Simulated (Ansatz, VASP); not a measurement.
# Two plane-wave programs on P

The input INCAR:

```
SYSTEM = P
ALGO     = Normal         ! electronic algorithm
EDIFF    = 1E-6           ! SCF threshold, eV
ENCUT    = 500            ! plane-wave cutoff, eV
GGA      = PS             ! functional
GGA_COMPAT= .False.      
ISIF     = 2              ! what is computed and relaxed
ISMEAR   = -1             ! smearing method
LASPH    = .True.         ! aspherical terms in the spheres
LCHARG   = .False.        ! write CHGCAR
LREAL    = .False.        ! projectors in reciprocal space
LWAVE    = .False.        ! write WAVECAR
NBANDS   = 8              ! bands
NELM     = 120            ! most SCF steps
PREC     = Accurate       ! precision mode
SIGMA    = 0.1            ! smearing width, eV
```

The input KPOINTS:

```
k-points
0
Gamma
  15 15 15
  0 0 0
```

Contents of POSCAR:

```
P
1.0
    2.3502142736      0.0000000000      0.0000000000
    0.0000000000      2.3502142736      0.0000000000
    0.0000000000      0.0000000000      2.3502142736
P
1
Direct
    0.0000000000      0.0000000000      0.0000000000
```

Input for Ansatz:

```yaml
crystal:
  lattice:
    - [2.3502142736, 0.0, 0.0]
    - [0.0, 2.3502142736, 0.0]
    - [0.0, 0.0, 2.3502142736]
  atoms:
    - { symbol: P, position: [0.0, 0.0, 0.0] }
hamiltonian:
  xc: pbesol
  pseudopotentials:
    kind: paw
    azcp:
      P: "pseudopotentials/P.paw.azcp"
basis:
  ecutwfc: 420
  fft_grid_basis: typed
kpoints:
  mp_grid: { grid: [15, 15, 15], shift: [0, 0, 0] }
magnetization:
  spin_polarized: false
scf:
  occupations: { method: fermi_dirac, width: 0.1 }
  lower_state_search: "off"
output:
  stress: true
```

Alike in both runs: task single point; functional PBEsol; k mesh 15 × 15 × 15; occupations fermi-dirac, width 0.1 eV; no spin polarisation.

|  | VASP | Ansatz |
| --- | --- | --- |
| version | VASP 6.6.1 | Ansatz 0.2.0 |
| potentials or method | VASP PAW PBE potentials, release 64 (P), cutoff 500 eV | plane waves (420 eV) with PAW, scalar-relativistic |
| valence electrons in the cell | 5 | 5 |

Ansatz gave:

```
pressure (GPa) : 13.9
```

Which values does VASP return?

Pressure (GPa): 14.0.

VASP's potentials were made for PBE, not for PBEsol, and Ansatz warns of the same on its side. The functional is the same, so the differences come from potentials, cutoffs and numerics.
